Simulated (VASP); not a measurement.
Wanted: the native input for a VASP 6.6.1 run.

```
Task                   : single point
Functional             : PBEsol
Potentials or basis    : VASP PAW PBE potentials, release 64 (Be)
Cutoff                 : 520 eV
k mesh                 : 3 × 3 × 3
Occupations            : fermi-dirac, width 0.05 eV
Spin                   : no spin polarisation
Dipole correction      : no
Further INCAR settings : LREAL = Auto; ALGO = Normal; EDIFF = 1e-06; NBANDS = 33
```

The structure of Be lies in POSCAR:

```
Be
1.0
    0.0000000000     -2.5145683488     -5.0291366977
    5.0291366977      0.0000000000     -2.5145683488
    2.5145683488     -5.0291366977      0.0000000000
Be
18
Direct
    0.8576384275      0.8279556657      0.8288538980
    0.9135381475      0.2081875317      0.5555261384
    0.9496469294      0.6195058402      0.2863483288
    0.6115944316      0.2648744864      1.0011634805
    0.6601875740      0.6350900922      0.7237278366
    0.7339191594      0.0381788080      0.4157001960
    0.8013025380      0.4390952429      0.1025102380
    0.4444056308      0.1024535020      0.8087337671
    0.5046301488      0.4938943102      0.5004636285
    0.5611076574      0.8960404238      0.2017794515
    0.2407794298      0.5546352852      0.8888954378
    0.2895395547      0.9347441286      0.6019398919
    0.3231804069      0.3205681627      0.3434429966
    0.3674174228      0.7189466758      0.0960442730
    0.0639973325      0.4034122465      0.7465916238
    0.1297055838      0.7816899826      0.4557896479
    0.1928171446      0.1741405130      0.1504725675
    0.0074317151      0.0163940220      0.0307548698
```

This cell differs from its parent crystal: dynamics (nvt langevin) at 450 K, volume x 1.01, from the last frame before.

The input as run:

INCAR

```
ALGO     = Normal         # electronic algorithm
EDIFF    = 1E-6           # SCF threshold, eV
ENCUT    = 520            # plane-wave cutoff, eV
GGA      = PS             # functional
ISIF     = 2              # what is computed and relaxed
ISMEAR   = -1             # smearing method
LASPH    = True           # aspherical terms in the spheres
LCHARG   = False          # write CHGCAR
LREAL    = Auto         
LWAVE    = False          # write WAVECAR
NBANDS   = 33             # bands
NELM     = 60             # most SCF steps
PREC     = Accurate       # precision mode
SIGMA    = 0.05           # smearing width, eV
```

KPOINTS

```
k-points
0
Gamma
  3 3 3
```

Potentials or basis: VASP PAW PBE potentials, release 64 (Be).

Run with:

```console
$ cat potpaw_PBE.64/Be/POTCAR > POTCAR
$ mpirun -np 1 vasp_std > vasp.out
```

It gave:

```json
{
  "Pressure": "-0.3 GPa",
  "Largest force": "1.584 eV/Å",
  "Band gap on the k mesh": "zero (bands 18 and 19 overlap by 1.56 eV)"
}
```

Caveat: the k points lie up to 0.42 Å⁻¹ apart, too coarse for converged energies and pressures of a metal; the atoms stand as in a frame of molecular dynamics; the PAW data sets were made with another functional, which shifts forces and pressure a little.

It took 50 s on 1 thread of Intel(R) Xeon(R) 6975P-C (Granite Rapids), on a shared host, peak memory 0.25 GiB.
